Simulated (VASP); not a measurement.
Write the native input for VASP 6.6.1 that does the following.

```yaml
Task: single point
Functional: PBEsol
Potentials_or_basis: VASP PAW PBE potentials, release 64 (Co, O)
Cutoff: 520 eV
k_mesh: 18 × 18 × 18
Occupations: gaussian, width 0.1 eV
Spin: collinear spin, ferromagnetic start
Starting_moments: "[2.75, 0.38] μB"
Dipole_correction: no
Further_INCAR_settings: ALGO = Normal; EDIFF = 1e-06; NBANDS = 18
```

The structure of CoO lies in POSCAR:

```
CoO
1.0
    1.5054695445      0.8691832468      2.4399269062
   -1.5054695445      0.8691832468      2.4399269062
    0.0000000000     -1.7383664936      2.4399269062
Co O
1 1
Direct
    0.0000000000      0.0000000000      0.0000000000
    0.5000000000      0.5000000000      0.5000000000
```

The input as run:

INCAR

```
SYSTEM = CoO
  PREC = Accurate
  ENCUT = 520
  EDIFF = 1E-6
  ISMEAR = 0
  SIGMA = 0.1
  LREAL = .False.
  LASPH = .True.
  NELM = 150
  ALGO = Normal
  ISIF = 2
  LWAVE = .False.
  LCHARG = .True.
  ISPIN = 2
  MAGMOM = 2.75 0.38
  LORBIT = 11
  LMAXMIX = 4
  GGA = PS
  LELF = .True.
  LVHAR = .True.
  NBANDS = 18
```

KPOINTS

```
regular mesh
0
Gamma
  18 18 18
  0 0 0
```

Potentials or basis: VASP PAW PBE potentials, release 64 (Co, O).

Run with:

```console
$ cat potpaw_PBE.64/Co/POTCAR potpaw_PBE.64/O/POTCAR > POTCAR
$ mpirun -np 1 vasp_std > vasp.out
```

It gave:

The pressure is -9.6 GPa and the net moment is 2.93 μB per cell. The site moments are Co +2.56; O +0.32 μB. The valence electrons inside the program's atomic spheres are Co 7.82; O 4.95.

Caveat: the PAW data sets were made with another functional, which shifts forces and pressure a little; a cell with one magnetic atom can't hold antiferromagnetic order, which such compounds often take.

Wall time 2.6 min on 1 thread of Intel(R) Xeon(R) 6975P-C (Granite Rapids), on a shared host, peak memory 0.4 GiB.
